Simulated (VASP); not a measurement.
# Zn (P6_3/mmc) in VASP: a series of runs, part 2 of 2

VASP 6.6.1. Earlier steps stand in the parts before.

### Step 3. Single point, PBE

INCAR

```
SYSTEM = Zn
PREC = Accurate
ENCUT = 520
EDIFF = 1E-7
ISMEAR = -1
SIGMA = 0.08
LREAL = .FALSE.
LASPH = .TRUE.
NELM = 80
ALGO = Normal
ISIF = 2
LWAVE = .FALSE.
LCHARG = .FALSE.
GGA = PE
NBANDS = 19
```

KPOINTS

```
regular mesh
0
G
  18 18 10
  0 0 0
```

POSCAR

```
Zn
1.0
    2.6347445485      0.0000000000      0.0000000000
   -1.3173722743      2.2817557115      0.0000000000
    0.0000000000      0.0000000000      5.0886282826
Zn
2
Direct
    0.3333333333      0.6666666667      0.2500000000
    0.6666666667      0.3333333333      0.7500000000
```

Potentials or basis: VASP PAW PBE potentials, release 64 (Zn).

On the command line:

```sh
cat potpaw_PBE.64/Zn/POTCAR > POTCAR
mpirun -np 1 vasp_std > vasp.out
```

OUTCAR:

```text
SYSTEM = Zn
   PREC = Accurate
   ENCUT = 520
   EDIFF = 1E-7
   ISMEAR = -1
   LREAL = .FALSE.
   LASPH = .TRUE.
   NELM = 80
   ISIF = 2
   GGA = PE

 ion  position               nearest neighbor table
   1  0.333  0.667  0.250-   2 2.96   2 2.96   2 2.96   2 2.96   2 2.96   2 2.96
   2  0.667  0.333  0.750-   1 2.96   1 2.96   1 2.96   1 2.96   1 2.96   1 2.96

  LATTYP: Found a hexagonal cell.
 ALAT       =     2.6347445485
 C/A-ratio  =     1.9313554650

  Lattice vectors:

 A1 = (   2.6347445485,   0.0000000000,   0.0000000000)
 A2 = (  -1.3173722743,   2.2817557115,   0.0000000000)
 A3 = (   0.0000000000,   0.0000000000,   5.0886282826)

Analysis of symmetry for initial positions (statically):
=====================================================================
 Subroutine PRICEL returns:
 Original cell was already a primitive cell.

 Routine SETGRP: Setting up the symmetry group for a
 hexagonal supercell.

 Subroutine GETGRP returns: Found 24 space group operations
 (whereof 12 operations were pure point group operations)
 out of a pool of 24 trial point group operations.

The static configuration has the point symmetry D_3d.
 The point group associated with its full space group is D_6h.

Analysis of symmetry for dynamics (positions and initial velocities):
=====================================================================
 Subroutine PRICEL returns:
 Original cell was already a primitive cell.

 Routine SETGRP: Setting up the symmetry group for a
 hexagonal supercell.

 Subroutine GETGRP returns: Found 24 space group operations
 (whereof 12 operations were pure point group operations)
 out of a pool of 24 trial point group operations.

The dynamic configuration has the point symmetry D_3d.
 The point group associated with its full space group is D_6h.

 Subroutine INISYM returns: Found 24 space group operations
 (whereof 12 operations are pure point group operations),
 and found     1 'primitive' translations

----------------------------------------------------------------------------------------

                                     Primitive cell

  volume of cell :      30.5920

  direct lattice vectors                    reciprocal lattice vectors
     2.634744549  0.000000000  0.000000000     0.379543436  0.219129505  0.000000000
    -1.317372274  2.281755711  0.000000000     0.000000000  0.438259010  0.000000000
     0.000000000  0.000000000  5.088628283     0.000000000  0.000000000  0.196516614

  length of vectors
     2.634744549  2.634744549  5.088628283     0.438259010  0.438259010  0.196516614

  position of ions in fractional coordinates (direct lattice)
     0.333333333  0.666666667  0.250000000
     0.666666667  0.333333333  0.750000000

  ion indices of the primitive-cell ions
   primitive index   ion index
                 1           1
                 2           2

----------------------------------------------------------------------------------------

 KPOINTS: regular mesh

Automatic generation of k-mesh.
 Grid dimensions read from file:
 generate k-points for:   18   18   10

 Generating k-lattice:

  Cartesian coordinates                     Fractional coordinates (reciprocal lattice)
     0.021085746  0.012173861  0.000000000     0.055555556 -0.000000000  0.000000000
     0.000000000  0.024347723  0.000000000     0.000000000  0.055555556  0.000000000
     0.000000000  0.000000000  0.019651661     0.000000000  0.000000000  0.100000000

  Length of vectors
     0.024347723  0.024347723  0.019651661

  Shift w.r.t. Gamma in fractional coordinates (k-lattice)
     0.000000000  0.000000000  0.000000000

 Subroutine IBZKPT returns following result:
 ===========================================

 Found    222 irreducible k-points:

 Following reciprocal coordinates:
            Coordinates               Weight
  0.000000  0.000000  0.000000      1.000000
  0.055556  0.000000  0.000000      6.000000
  0.111111  0.000000  0.000000      6.000000
  0.166667  0.000000  0.000000      6.000000
  0.222222  0.000000  0.000000      6.000000
  0.277778  0.000000  0.000000      6.000000
[... 16 lines left out ...]
  0.333333  0.111111  0.000000     12.000000
  0.388889  0.111111  0.000000     12.000000
 [... further k-points ...]
   k-points           NKPTS =    222   k-points in BZ     NKDIM =    222   number of bands    NBANDS=     19
   number of dos      NEDOS =    301   number of ions     NIONS =      2
   total plane-waves  NPLWV =  16000
   dimension x,y,z NGX =    20 NGY =   20 NGZ =   40
   dimension x,y,z NGXF=    40 NGYF=   40 NGZF=   80
   ions per type =               2
   NGX,Y,Z   is equivalent  to a cutoff of  12.62, 12.62, 13.07 a.u.
   NGXF,Y,Z  is equivalent  to a cutoff of  25.24, 25.24, 26.14 a.u.
 SYSTEM =  Zn
   PREC   = accura    normal or accurate (medium, high low for compatibility)
   ISTART =      0    job   : 0-new  1-cont  2-samecut
   ICHARG =      2    charge: 1-file 2-atom 10-const
   ISPIN  =      1    spin polarized calculation?
   LNONCOLLINEAR =      F non collinear calculations
   LSORBIT =      F    spin-orbit coupling
   LASPH  =      T    aspherical Exc in radial PAW
   ENCUT  =  520.0 eV  38.22 Ry    6.18 a.u.   4.90  4.90  9.46*2*pi/ulx,y,z
   NELM   =     80;   NELMIN=  2; NELMDL= -5     # of ELM steps
   EDIFF  = 0.1E-06   stopping-criterion for ELM
   LREAL  =      F    real-space projection
   EDIFFG = 0.1E-05   stopping-criterion for IOM
   NSW    =      0    number of steps for IOM
   IBRION =     -1    ionic relax: 0-MD 1-quasi-New 2-CG
   NFREE  =      0    steps in history (QN), initial steepest desc. (CG)
   ISIF   =      2    stress and relaxation
   ISYM   =      2    0-nonsym 1-usesym 2-fastsym
   POTIM  = 0.5000    time-step for ionic-motion
   TEBEG  =    0.0;   TEEND  =   0.0 temperature during run
   PSTRESS=    0.0 pullay stress
   NELECT =      24.0000    total number of electrons
   NUPDOWN=      -1.0000    fix difference up-down
   EMIN   =  10.00;   EMAX   =-10.00  energy-range for DOS
   EFERMI =   0.00;   METHOD = LEGACY
   ISMEAR =    -1;   SIGMA  =   0.08  broadening in eV -4-tet -1-fermi 0-gaus
   EFERMI_NEDOS =   21; number of points for ismear=-14 and -15
   IALGO  =     38    algorithm
   IMIX   =      4    mixing-type and parameters
     AMIX     =   0.40;   BMIX     =  1.00
     AMIX_MAG =   1.60;   BMIX_MAG =  1.00
  volume/ion in A,a.u.               =      15.30       103.22
  Fermi-wavevector in a.u.,A,eV,Ry     =   1.509880  2.853260 31.017716  2.279738
  Thomas-Fermi vector in A             =   2.620144
   LORBIT       =      0    0 simple, 1 ext, 2 COOP (PROOUT), +10 PAW based schemes
   GGA     = PE    functional components
   LHFCALC =     F    Hartree Fock is set to
   AEXX    =    0.0000 exact exchange contribution
   IVDW    =     0    specifies the selected vdW correction
   LEPSILON=     F    determine dielectric tensor
   LRPA    =     F    only Hartree local field effects (RPA)
 non-spin polarized calculation
  energy-cutoff  :      520.00
  volume of cell :       30.59
 maximum number of plane-waves:       849
 NGX is ok and might be reduce to    20
   NGX =  9   NGY =  9   NGZ = 19

 number of electron      24.0000005 magnetization

 Free energy of the ion-electron system (eV)
  ---------------------------------------------------
  ext. energy  EPLUGINS =         0.00000000
  ---------------------------------------------------
  free energy    TOTEN  =        -2.22549391 eV

  energy without entropy =       -2.21937246  energy(sigma->0) =       -2.22243319

 E-fermi :   3.0331     XC(G=0): -11.5115

 val. band max:        3.0085588683   @ k =   0.2778   0.1667   0.0000
 cond. band min:       3.0560506230   @ k =   0.2778   0.2778   0.3000
 fundamental gap:      0.0474917546
 Fermi energy:         3.0330918522

 k-point     1 :       0.0000    0.0000    0.0000
  band No.  band energies     occupation
      1      -7.3018      2.00000
      2      -5.6106      2.00000
      3      -4.8983      2.00000
      4      -4.6268      2.00000
      5      -4.6268      2.00000
      6      -4.5863      2.00000
[... 11 lines left out ...]
     18      22.7650      0.00000
     19      22.8025      0.00000

 k-point     2 :       0.0556    0.0000    0.0000
  band No.  band energies     occupation
      1      -7.2075      2.00000
      2      -5.5663      2.00000
      3      -4.8866      2.00000
      4      -4.6380      2.00000
      5      -4.6042      2.00000
      6      -4.5975      2.00000
[... 476 lines left out ...]
 k-point    24 :       0.3889    0.1111    0.0000
  band No.  band energies     occupation
      1      -5.2684      2.00000
      2      -5.1777      2.00000
      3      -5.0562      2.00000
      4      -4.6472      2.00000
      5      -4.4651      2.00000
      6      -4.4643      2.00000
[... 11 lines left out ...]
     18      16.0426      0.00000
     19      17.5884      0.00000

 [... further k-points ...]
[... 5 lines left out ...]
  --------------------------------------------------------------------------------------
  -------------------------------------------------------------------------------------
  Total        0.1008534      0.1008534      0.0424691     -0.0000000      0.0000000      0.0000000
  in kB        5.2819296      5.2819296      2.2242061     -0.0000000      0.0000000      0.0000000
  external PRESSURE =       4.2626884 kB  Pullay stress =       0.0000000 kB

 VOLUME and BASIS-vectors are now :
 -----------------------------------------------------------------------------
  energy-cutoff  :      520.00
  volume of cell :       30.59
      direct lattice vectors                 reciprocal lattice vectors
     2.634744549  0.000000000  0.000000000     0.379543436  0.219129505  0.000000000
    -1.317372274  2.281755711  0.000000000     0.000000000  0.438259010  0.000000000
     0.000000000  0.000000000  5.088628283     0.000000000  0.000000000  0.196516614

 POSITION                                       TOTAL-FORCE (eV/Angst)
 -----------------------------------------------------------------------------------
     -0.00000      1.52117      1.27216        -0.000000      0.000000      0.000000
      1.31737      0.76059      3.81647         0.000000      0.000000     -0.000000
 -----------------------------------------------------------------------------------
    total drift:                               -0.000000      0.000000      0.000000

  FREE ENERGIE OF THE ION-ELECTRON SYSTEM (eV)
  ---------------------------------------------------
  free  energy   TOTEN  =        -2.2254939117 eV

  energy  without entropy=       -2.2193724625  energy(sigma->0) =       -2.22243319
```

Wall time 62 s (1 thread of AMD EPYC 9R14 (Zen 4), shared host); peak memory 0.19 GiB.

Results:

| Quantity | Value |
| --- | --- |
| Free energy | -2.2255 eV |
| Pressure | 0.4 GPa |
| Band gap on the k mesh | zero (bands 12 and 13 overlap by 5.24 eV) |

### Step 4. Single point, PBE

INCAR

```
PREC = Accurate
ENCUT = 520
EDIFF = 1E-6
ISMEAR = -1
SIGMA = 0.08
LREAL = False
LASPH = True
NELM = 100
ALGO = Normal
ISIF = 2
LWAVE = False
LCHARG = False
GGA = PE
NBANDS = 19
```

KPOINTS

```
regular mesh
0
Gamma
  18 18 10
```

POSCAR

```
Zn
1.0
    2.6356265364      0.0000000000      0.0000000000
   -1.3178132682      2.2825195354      0.0000000000
    0.0000000000      0.0000000000      5.0925371767
Zn
2
Direct
    0.3333333333      0.6666666667      0.2500000000
    0.6666666667      0.3333333333      0.7500000000
```

On the command line:

```sh
cat potpaw_PBE.64/Zn/POTCAR > POTCAR
mpirun -np 1 vasp_std > vasp.out
```

Wall time 53 s (1 thread of AMD EPYC 9R14 (Zen 4), shared host); peak memory 0.19 GiB.

It converged, with:

| Quantity | Value |
| --- | --- |
| Free energy | -2.2256 eV |
| Pressure | 0.3 GPa |
| Band gap on the k mesh | zero (bands 12 and 13 overlap by 5.25 eV) |

Stress tensor (GPa, compression positive):
```
0.44 0.00 0.00
0.00 0.44 0.00
0.00 0.00 0.15
```

Levels at points of the mesh, in eV from the Fermi level:
```csv
k point,band 10,band 11,band 12,band 13,band 14,band 15
"(0.00, 0.00, 0.00)",-7.07,-7.07,-3.73,-3.45,12.29,16.11
"(0.50, 0.00, 0.00)",-6.84,-2.65,-1.93,2.40,3.60,3.88
"(0.00, 0.00, 0.50)",-7.14,-7.14,-7.14,3.87,3.87,19.40
"(0.50, 0.00, 0.50)",-6.84,-1.75,-1.75,0.29,0.29,9.63
```

### Step 5. Single point, LDA

This run uses another cell than the first one, of 13.54 Å³/atom.

INCAR

```
SYSTEM = Zn
PREC = Accurate
ENCUT = 520
EDIFF = 1E-7
ISMEAR = -1
SIGMA = 0.08
LREAL = .False.
LASPH = .True.
NELM = 100
ALGO = Normal
ISIF = 2
LWAVE = .False.
LCHARG = .True.
GGA = CA
LELF = .True.
LVHAR = .True.
NBANDS = 19
```

KPOINTS

```
Automatic mesh
0
Gamma
  22 22 12
  0 0 0
```

POSCAR

```
Zn
1.0
    2.5727888285      0.0000000000      0.0000000000
   -1.2863944143      2.2281004840      0.0000000000
    0.0000000000      0.0000000000      4.7256009564
Zn
2
Direct
    0.3333333333      0.6666666667      0.2500000000
    0.6666666667      0.3333333333      0.7500000000
```

Potentials or basis: VASP PAW LDA potentials, release 64 (Zn).

On the command line:

```sh
cat potpaw_LDA.64/Zn/POTCAR > POTCAR
mpirun -np 1 vasp_std > vasp.out
```

OUTCAR:

```text
SYSTEM = Zn
   PREC = Accurate
   ENCUT = 520
   EDIFF = 1E-7
   ISMEAR = -1
   LREAL = .False.
   LASPH = .True.
   NELM = 100
   ISIF = 2
   GGA = CA

 ion  position               nearest neighbor table
   1  0.333  0.667  0.250-   2 2.79   2 2.79   2 2.79   2 2.79   2 2.79   2 2.79
   2  0.667  0.333  0.750-   1 2.79   1 2.79   1 2.79   1 2.79   1 2.79   1 2.79

  LATTYP: Found a hexagonal cell.
 ALAT       =     2.5727888285
 C/A-ratio  =     1.8367620786

  Lattice vectors:

 A1 = (   2.5727888285,   0.0000000000,   0.0000000000)
 A2 = (  -1.2863944143,   2.2281004840,   0.0000000000)
 A3 = (   0.0000000000,   0.0000000000,   4.7256009564)

Analysis of symmetry for initial positions (statically):
=====================================================================
 Subroutine PRICEL returns:
 Original cell was already a primitive cell.

 Routine SETGRP: Setting up the symmetry group for a
 hexagonal supercell.

 Subroutine GETGRP returns: Found 24 space group operations
[... 155 lines left out ...]
   NGX =  9   NGY =  9   NGZ = 17

 number of electron      23.9999989 magnetization

 Free energy of the ion-electron system (eV)
  ---------------------------------------------------
  ext. energy  EPLUGINS =         0.00000000
  ---------------------------------------------------
  free energy    TOTEN  =        -3.75879463 eV

  energy without entropy =       -3.75059301  energy(sigma->0) =       -3.75469382

 E-fermi :   3.7652     XC(G=0): -12.5175

 val. band max:        3.7610697333   @ k =   0.2727   0.2273   0.1667
 cond. band min:       3.7743838597   @ k =   0.2727   0.1818   0.0833
 fundamental gap:      0.0133141263
 Fermi energy:         3.7652139442

 k-point     1 :       0.0000    0.0000    0.0000
  band No.  band energies     occupation
      1      -7.5991      2.00000
      2      -5.4579      2.00000
      3      -4.5840      2.00000
      4      -4.3154      2.00000
      5      -4.3154      2.00000
      6      -4.2491      2.00000
[... 505 lines left out ...]
      6      -4.2764      2.00000
[... 11 lines left out ...]
     18      21.6545      0.00000
     19      21.6662      0.00000

 [... further k-points ...]
[... 5 lines left out ...]
  --------------------------------------------------------------------------------------
  -------------------------------------------------------------------------------------
  Total        0.1428165      0.1428165      0.0829789     -0.0000000     -0.0000000      0.0000000
  in kB        8.4468129      8.4468129      4.9077456     -0.0000000     -0.0000000      0.0000000
  external PRESSURE =       7.2671238 kB  Pullay stress =       0.0000000 kB

 VOLUME and BASIS-vectors are now :
 -----------------------------------------------------------------------------
  energy-cutoff  :      520.00
  volume of cell :       27.09
      direct lattice vectors                 reciprocal lattice vectors
     2.572788828  0.000000000  0.000000000     0.388683280  0.224406396  0.000000000
    -1.286394414  2.228100484  0.000000000     0.000000000  0.448812792  0.000000000
     0.000000000  0.000000000  4.725600956     0.000000000  0.000000000  0.211613297

 POSITION                                       TOTAL-FORCE (eV/Angst)
 -----------------------------------------------------------------------------------
     -0.00000      1.48540      1.18140         0.000000     -0.000000      0.000000
      1.28639      0.74270      3.54420         0.000000      0.000000      0.000000
 -----------------------------------------------------------------------------------
    total drift:                               -0.000000      0.000000      0.000000

  FREE ENERGIE OF THE ION-ELECTRON SYSTEM (eV)
  ---------------------------------------------------
  free  energy   TOTEN  =        -3.7587946348 eV

  energy  without entropy=       -3.7505930090  energy(sigma->0) =       -3.75469382
```

stdout:

```text
POSCAR found type information on POSCAR Zn
 POSCAR found :  1 types and       2 ions
 scaLAPACK will be used
 LDA part: xc-table for (Slater(with rela. corr.)+CA(PZ))
 , standard interpolation
 POSCAR, INCAR and KPOINTS ok, starting setup
 FFT: planning ... GRIDC
 FFT: planning ... GRID_SOFT
 FFT: planning ... GRID
 WAVECAR not read
 entering main loop
```

It took 86 s on 1 thread of AMD EPYC 9R14 (Zen 4), shared host; peak memory 0.21 GiB.

Results:

```
Free energy            : -3.7588 eV
Pressure               : 0.7 GPa
Band gap on the k mesh : zero (bands 12 and 13 overlap by 4.60 eV)
```

Stress tensor (GPa, compression positive):
```
0.84 0.00 0.00
0.00 0.84 0.00
0.00 0.00 0.49
```

### Step 6. Overview

| level | potentials or basis | cell | k mesh | gap on the mesh (eV) | pressure (GPa) |
| --- | --- | --- | --- | --- | --- |
| PBE | VASP PAW PBE potentials, release 64 (Zn) | a = 2.636, b = 2.636, c = 5.093 Å, angles 90.0, 90.0, 120.0°, 2 atoms | 16 × 16 × 7 | none | 0.4 |
| PBE | VASP PAW PBE potentials, release 64 (Zn) | a = 2.635, b = 2.635, c = 5.089 Å, angles 90.0, 90.0, 120.0°, 2 atoms | 18 × 18 × 10 | none | 0.4 |
| PBE | VASP PAW PBE potentials, release 64 (Zn) | a = 2.636, b = 2.636, c = 5.093 Å, angles 90.0, 90.0, 120.0°, 2 atoms | 18 × 18 × 10 | none | 0.3 |
| LDA | VASP PAW LDA potentials, release 64 (Zn) | a = 2.573, b = 2.573, c = 4.726 Å, angles 90.0, 90.0, 120.0°, 2 atoms | 22 × 22 × 12 | none | 0.7 |

Alike in all rows: task single point; no spin polarisation; cutoff (eV) 520; smearing fermi-dirac 0.08 eV.

Absolute energies hang on the potentials; compare differences alone.
